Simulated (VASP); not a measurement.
Crystal: Ag.

```
Ag
1.0
     0.00000    2.07359    2.07359
     2.07359    0.00000    2.07359
     2.07359    2.07359    0.00000
Ag
1
Direct
  0.00000 0.00000 0.00000
```

| Quantity | Value |
| --- | --- |
| Program | VASP 6.6.1 |
| Task | relaxation of cell and atoms |
| Functional | PBE |
| Dispersion | D3(BJ) |
| Potentials or basis | VASP PAW PBE potentials, release 64 (Ag) |
| Cutoff | 600 eV |
| k mesh | 18 × 18 × 18 |
| Occupations | gaussian, width 0.1 eV |
| Spin | no spin polarisation |

At the start: pressure -5.3 GPa; volume 17.83 Å³/atom.

Q: Where does the relaxation end?

A: Over 3 steps the energy falls by 17.1 meV/atom and the volume is 16.87 Å³/atom (-5.4 %); space group Fm-3m (No. 225, to 0.05 Å).

Step by step:
```tsv
step	energy change (eV)	largest force (eV/Å)	pressure (GPa)	volume (Å³)
1	0.0000	0.0000	-5.32	17.83
2	-0.0110	0.0000	3.87	16.35
3	-0.0171	0.0000	0.00	16.87
```

Final structure:
```yaml
crystal:
  lattice:
    - [0.00000, 2.03555, 2.03555]
    - [2.03555, 0.00000, 2.03555]
    - [2.03555, 2.03555, 0.00000]
  atoms:
    - { symbol: Ag, position: [0.00000, 0.00000, 0.00000] }
```

Caveat: pairwise dispersion overbinds metals, which lowers pressure and volume.
